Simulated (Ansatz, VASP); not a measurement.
# NaIn2 in VASP and in Ansatz

```
Na In
1.0
     0.00000    4.42931    4.42931
     4.42931    0.00000    4.42931
     4.42931    4.42931    0.00000
Na In
2 4
Cartesian
  0.0000 0.0000 0.0000
  2.2147 2.2147 2.2147
  5.5366 5.5366 5.5366
  5.5366 3.3220 3.3220
  3.3220 3.3220 5.5366
  3.3220 5.5366 3.3220
```

Alike in both runs: functional PBE; k mesh 8 × 8 × 8; occupations gaussian, width 0.1 eV; no spin polarisation.

Ansatz relaxed the structure, and its values are those at the end. VASP's run is a single point on that final structure, the one shown.

|  | VASP | Ansatz |
| --- | --- | --- |
| version | VASP 6.6.1 | Ansatz 0.2.0 |
| potentials or method | VASP PAW PBE potentials, release 64 (Na_pv, In_d), cutoff 520 eV | scalar-relativistic, plane waves, PAW |
| valence electrons in the cell | 66 | 70 |

|  | VASP | Ansatz | Ansatz less VASP |
| --- | --- | --- | --- |
| gap on the k mesh at the Fermi level (eV) | none | none | - |
| pressure (GPa) | 0.0 | 0.0 | +0.01 |

A gap of «none» marks a metal or a gap that the smearing closes. VASP's potentials hold 66 valence electrons a cell and Ansatz's 70, so a difference there can come from the potentials and not from the codes.
